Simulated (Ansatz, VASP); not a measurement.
**Two plane-wave programs on NiO**

INCAR

```
PREC = Accurate
ENCUT = 520
EDIFF = 1E-6
ISMEAR = 0
SIGMA = 0.15
LREAL = F
LASPH = T
NELM = 150
ALGO = Normal
ISIF = 2
LWAVE = F
LCHARG = F
ISPIN = 2
MAGMOM = 1.61 0.33
LORBIT = 11
LMAXMIX = 4
GGA = PE
NBANDS = 19
```

Contents of KPOINTS:

```
Automatic mesh
0
Gamma
  20 20 20
```

POSCAR

```
NiO
1.0
    0.0000000000      2.0913100000      2.0913100000
    2.0913100000      0.0000000000      2.0913100000
    2.0913100000      2.0913100000      0.0000000000
Ni O
1 1
Direct
    0.0000000000      0.0000000000      0.0000000000
    0.5000000000      0.5000000000      0.5000000000
```

Input for Ansatz:

```yaml
crystal:
  lattice:
    - [0.0, 2.09131, 2.09131]
    - [2.09131, 0.0, 2.09131]
    - [2.09131, 2.09131, 0.0]
  atoms:
    - { symbol: Ni, position: [0.0, 0.0, 0.0], spin: 1.61 }
    - { symbol: O, position: [0.5, 0.5, 0.5], spin: 0.33 }
basis:
  ecutwfc: 420
kpoints:
  mp_grid: { grid: [20, 20, 20] }
hamiltonian:
  xc: pbe
scf:
  occupations: { method: gaussian, width: 0.15 }
output:
  forces: true
  stress: true
  eigenvalues: true
  populations: true
magnetization:
  spin_polarized: true
```

Alike in both runs: task single point; functional PBE; k mesh 20 × 20 × 20; occupations gaussian, width 0.15 eV; collinear spin.

```csv
,VASP,Ansatz
version,VASP 6.6.1,Ansatz 0.2.0
potentials or method,"VASP PAW PBE potentials, release 64 (Ni, O), cutoff 520 eV","scalar-relativistic, plane waves, PAW"
valence electrons in the cell,16,24
```

Ansatz gave:

```
gap on the k mesh at the Fermi level (eV)                     : none
pressure (GPa)                                                : 4.1
net moment per atom (μB)                                      : 0.87
size of the moment on the site where the two differ most (μB) : 0.28
```

Question: What did VASP give for the same quantities?

Answer: gap on the k mesh at the Fermi level (eV): none; pressure (GPa): 3.7; net moment per atom (μB): 0.85; size of the moment on the site where the two differ most (μB): 0.25.

Site moments also hang on the region over which each program counts them. A gap of «none» marks a metal or a gap that the smearing closes. VASP's potentials hold 16 valence electrons a cell and Ansatz's 24, so a difference there can come from the potentials and not from the codes.
